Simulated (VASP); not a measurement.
Write the native input for VASP 6.6.1 that does the following.

- Task: relaxation of cell and atoms
- Functional: PBEsol
- Potentials or basis: VASP PAW PBE potentials, release 64 (Cu)
- Cutoff: 600 eV
- k mesh: 20 × 20 × 20
- Occupations: gaussian, width 0.1 eV
- Spin: no spin polarisation
- Target pressure: -2 GPa
- Dipole correction: no
- Further INCAR settings: ALGO = Fast; EDIFF = 1e-06; IBRION = 2; EDIFFG = -0.008; NSW = 70; ISIF = 3

The structure of Cu lies in POSCAR:

```
Cu
1.0
    0.0000000000      1.7933655010      1.7933655010
    1.7933655010      0.0000000000      1.7933655010
    1.7933655010      1.7933655010      0.0000000000
Cu
1
Direct
    0.0000000000      0.0000000000      0.0000000000
```

One way to write it, as run:

INCAR

```
SYSTEM = Cu
ALGO     = Fast           ! electronic algorithm
EDIFF    = 1E-6           ! SCF threshold, eV
EDIFFG   = -0.008         ! ionic threshold
ENCUT    = 600            ! plane-wave cutoff, eV
GGA      = PS             ! functional
IBRION   = 2              ! ionic algorithm
ISIF     = 3              ! what is computed and relaxed
ISMEAR   = 0              ! smearing method
LASPH    = .TRUE.         ! aspherical terms in the spheres
LCHARG   = .FALSE.        ! write CHGCAR
LREAL    = .FALSE.        ! projectors in reciprocal space
LWAVE    = .FALSE.        ! write WAVECAR
NELM     = 100            ! most SCF steps
NSW      = 70             ! ionic steps
PREC     = Accurate       ! precision mode
PSTRESS  = -20.0        
SIGMA    = 0.1            ! smearing width, eV
```

KPOINTS

```
k-points
0
G
  20 20 20
  0 0 0
```

Potentials or basis: VASP PAW PBE potentials, release 64 (Cu).

Run with:

```bash
$ cat potpaw_PBE.64/Cu/POTCAR > POTCAR
$ mpirun -np 1 vasp_std > vasp.out
```

It gave:

* Relaxed volume: 11.52 Å³/atom
* Relaxed cell: a = 2.535 Å, b = 2.535 Å, c = 2.535 Å, α = 60.00°, β = 60.00°, γ = 60.00°
* Space group after relaxing (to 0.05 Å): Fm-3m (No. 225)
* Energy change on relaxing (the enthalpy is what falls): -0.2 meV/atom
* Ionic steps: 5
* Pressure after relaxing: -1.9 GPa

Caveat: the cell is relaxed towards a set pressure, so the enthalpy falls and the energy may rise; the PAW data sets were made with another functional, which shifts forces and pressure a little.

Wall time 71 s on 1 thread of Intel(R) Xeon(R) Platinum 8488C (Sapphire Rapids), with other jobs on the host, peak memory 0.15 GiB.
